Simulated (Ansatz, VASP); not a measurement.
## SiMo5 in VASP and in Ansatz

```
CELL_PARAMETERS angstrom
6.29588 0.00000 0.00000
0.00000 6.29588 0.00000
0.00000 0.00000 2.82714
ATOMIC_POSITIONS crystal
Si 0.50000 0.50000 0.50000
Mo 0.82537 0.50000 0.00000
Mo 0.17463 0.50000 0.00000
Mo 0.50000 0.17463 0.00000
Mo 0.50000 0.82537 0.00000
Mo 0.00000 0.00000 0.00000
```

Alike in both runs: functional PBE; k mesh 3 × 3 × 4; occupations gaussian, width 0.2 eV; no spin polarisation.

Ansatz relaxed the structure, and its values are those at the end. VASP's run is a single point on that final structure, the one shown.

|  | VASP | Ansatz |
| --- | --- | --- |
| version | VASP 6.6.1 | Ansatz 0.2.0 |
| potentials or method | VASP PAW PBE potentials, release 64 (Si, Mo_sv), cutoff 500 eV | scalar-relativistic, plane waves, PAW |
| valence electrons in the cell | 74 | 74 |

|  | VASP | Ansatz | Ansatz less VASP |
| --- | --- | --- | --- |
| gap on the k mesh at the Fermi level (eV) | none | none | - |
| pressure (GPa) | 0.7 | 0.1 | -0.59 |
| rms of the force components (eV/Å) | 0.095 | 0.002 | -0.0928 |

A gap of «none» marks a metal or a gap that the smearing closes. With one functional, cell and mesh, what is left measures potentials, basis and numerics.

The k mesh is coarse, so the values compare programs but aren't converged.
